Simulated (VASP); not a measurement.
## AlNi3: single point with PBE

AlNi3:

```
CELL_PARAMETERS angstrom
3.52305 0.00000 0.00000
0.00000 3.52305 0.00000
0.00000 0.00000 3.52305
ATOMIC_POSITIONS crystal
Al 0.00000 0.00000 0.00000
Ni 0.00000 0.50000 0.50000
Ni 0.50000 0.00000 0.50000
Ni 0.50000 0.50000 0.00000
```

```yaml
Program: VASP 6.6.1
Task: single point
Functional: PBE
Potentials_or_basis: VASP PAW PBE potentials, release 64 (Al, Ni)
Cutoff: 520 eV
k_mesh: 10 × 10 × 10
Occupations: fermi-dirac, width 0.03 eV
Spin: no spin polarisation
Dipole_correction: no
Further_INCAR_settings: ALGO = Normal; EDIFF = 1e-07; NBANDS = 24
```

The pressure is 7.0 GPa.

Levels at points of the mesh, in eV from the Fermi level:
| k point | band 15 | band 16 | band 17 | band 18 | band 19 | band 20 |
| --- | --- | --- | --- | --- | --- | --- |
| (0.00, 0.00, 0.00) | 0.19 | 0.19 | 0.91 | 0.91 | 0.91 | 6.82 |
| (0.50, 0.00, 0.00) | -0.91 | -0.37 | 0.19 | 5.72 | 5.72 | 5.76 |
| (0.50, 0.50, 0.00) | -0.85 | -0.76 | -0.48 | 1.07 | 1.07 | 8.38 |
| (0.50, 0.50, 0.50) | -0.96 | -0.17 | -0.02 | -0.02 | -0.02 | 3.66 |

Run time: 38 s on 1 thread of AMD EPYC 9R14 (Zen 4) (shared host), peak memory 0.16 GiB.

Spin polarisation is off, so any magnetic state and its effect on volume and gap are missing.
